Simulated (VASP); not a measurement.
Input of a VASP 6.6.1 run:

The input INCAR:

```
PREC = Accurate
ENCUT = 520
EDIFF = 1E-6
ISMEAR = -1
SIGMA = 0.05
LREAL = False
LASPH = True
NELM = 80
ALGO = Normal
ISIF = 2
LWAVE = False
LCHARG = False
GGA = PE
NBANDS = 32
```

File KPOINTS:

```
regular mesh
0
Gamma
  7 7 7
```

The input POSCAR:

```
Bi2Te3
1.0
    2.2252606826      1.2847548541     10.6313920953
   -2.2252606826      1.2847548541     10.6313920953
    0.0000000000     -2.5695097083     10.6313920953
Bi Te
2 3
Direct
    0.6023045006      0.6023045006      0.6023045006
    0.3976954994      0.3976954994      0.3976954994
    0.7849690601      0.7849690601      0.7849690601
    0.2150309399      0.2150309399      0.2150309399
    0.0000000000      0.0000000000      0.0000000000
```

Potentials or basis: VASP PAW PBE potentials, release 64 (Bi_d, Te).

Launch:

```console
$ cat potpaw_PBE.64/Bi_d/POTCAR potpaw_PBE.64/Te/POTCAR > POTCAR
$ mpirun -np 1 vasp_std > vasp.out
```

Q: Estimate the pressure.

A: 0.0 GPa.

Q: Predict the band gap on the k mesh.

A: 0.48 eV.

Q: Predict the largest force.

A: 0.009 eV/Å.

Forces in eV/Å, atoms in the order of the input:
```
Bi   0.000  0.000  0.009
Bi   0.000  0.000 -0.009
Te   0.000  0.000  0.006
Te   0.000  0.000 -0.006
Te   0.000  0.000  0.000
```

Caveat: spin-orbit coupling is left out, which moves the levels of the heavy elements.

**The experiment to reproduce.**

From “Vacancy and Antisite-Induced Ferromagnetism in Liquid-Phase Exfoliated Bi2Te3”, 2024, arxiv:2412.10539, for a bulk crystal of Bi2Te3: band gap 0.17 eV.

Measured gap of Bi2Te3: 0.17 eV (quoted in “Vacancy and Antisite-Induced Ferromagnetism in Liquid-Phase Exfoliated Bi2Te3”, 2024, arxiv:2412.10539). This calculation gives 0.48 eV (+0.31 eV). Spin-orbit coupling on Bi, Te is left out. The value is that of PBE on a finite k mesh, which can miss the band edges, without temperature or zero-point motion.
